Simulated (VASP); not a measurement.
A run of VASP 6.6.1 is set up as follows.

The input POSCAR:

```
Eu
1.0
   -2.2274745855      2.2274745855      2.2274745855
    2.2274745855     -2.2274745855      2.2274745855
    2.2274745855      2.2274745855     -2.2274745855
Eu
1
Direct
    0.0000000000      0.0000000000      0.0000000000
```

The input INCAR.step1:

```
SYSTEM = Eu
PREC     = Accurate       ! precision mode
ENCUT    = 520            ! plane-wave cutoff, eV
ISMEAR   = 0              ! smearing method
SIGMA    = 0.3            ! smearing width, eV
LREAL    = .False.        ! projectors in reciprocal space
LASPH    = .True.         ! aspherical terms in the spheres
NELM     = 150            ! most SCF steps
ISPIN    = 2              ! spin polarisation
MAGMOM   = 7.31           ! initial moments
LMAXMIX  = 6              ! l up to which the mixer works
NBANDS   = 18             ! bands
GGA      = PE             ! functional
ALGO     = Normal         ! electronic algorithm
EDIFF    = 1E-4           ! SCF threshold, eV
LWAVE    = .True.         ! write WAVECAR
LCHARG   = .False.        ! write CHGCAR
```

The input INCAR.step2:

```
SYSTEM = Eu
PREC     = Accurate       ! precision mode
ENCUT    = 520            ! plane-wave cutoff, eV
EDIFF    = 1E-6           ! SCF threshold, eV
ISMEAR   = 0              ! smearing method
SIGMA    = 0.3            ! smearing width, eV
LREAL    = .False.        ! projectors in reciprocal space
LASPH    = .True.         ! aspherical terms in the spheres
NELM     = 150            ! most SCF steps
ALGO     = Normal         ! electronic algorithm
ISIF     = 2              ! what is computed and relaxed
LWAVE    = .False.        ! write WAVECAR
LCHARG   = .False.        ! write CHGCAR
ISPIN    = 2              ! spin polarisation
MAGMOM   = 7.31           ! initial moments
LORBIT   = 11             ! projections on sites
LMAXMIX  = 6              ! l up to which the mixer works
METAGGA  = R2SCAN         ! meta-GGA
LMIXTAU  = .True.       
NBANDS   = 18             ! bands
ISTART   = 1
```

The input KPOINTS:

```
regular mesh
0
Gamma
  10 10 10
  0 0 0
```

Potentials or basis: VASP PAW PBE potentials, release 64 (Eu).

Launch:

```console
$ cat potpaw_PBE.64/Eu/POTCAR > POTCAR
$ cp INCAR.step1 INCAR
$ mpirun -np 1 vasp_std > vasp.out
$ cp INCAR.step2 INCAR
$ mpirun -np 1 vasp_std > vasp.out
```

Predict the pressure.

-0.4 GPa.

Estimate the site moments.

Eu +6.72 μB.

Caveat: so wide a smearing shifts energies and pressures; the PAW data sets were made with another functional, which shifts forces and pressure a little. The state reached can hang on the start; a lower one may exist.
